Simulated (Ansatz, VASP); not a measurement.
WSe in VASP and in Ansatz

```xyz
2
Lattice="0.0000 3.1195 3.1195 3.1195 0.0000 3.1195 3.1195 3.1195 0.0000" Properties=species:S:1:pos:R:3 pbc="T T T"
W     0.0000    0.0000    0.0000
Se    1.5597    1.5597    1.5597
```

Alike in both runs: functional PBE; k mesh 6 × 6 × 6; occupations gaussian, width 0.1 eV; collinear spin; Hubbard terms W d U = 6.2 eV.

Ansatz relaxed the structure, and its values are those at the end. VASP's run is a single point on that final structure, the one shown.

|  | VASP | Ansatz |
| --- | --- | --- |
| version | VASP 6.6.1 | Ansatz 0.2.0 |
| potentials or method | VASP PAW PBE potentials, release 64 (W_sv, Se), cutoff 520 eV | scalar-relativistic, plane waves, PAW |
| valence electrons in the cell | 20 | 30 |

```tsv
	VASP	Ansatz	Ansatz less VASP
gap on the k mesh at the Fermi level (eV)	none	none	-
pressure (GPa)	-1.5	0.2	+1.70
net moment per atom (μB)	2.00	2.00	0.000
size of the moment on the site where the two differ most (μB)	3.24	2.96	-0.286
```

Site moments also hang on the region over which each program counts them. The programs project onto different local orbitals, so the same U acts differently, and such runs can settle in different states. A gap of «none» marks a metal or a gap that the smearing closes. VASP's potentials hold 20 valence electrons a cell and Ansatz's 30, so a difference there can come from the potentials and not from the codes. Ansatz's warnings: filled band counts differ across k points.

Spin-orbit coupling is off throughout.
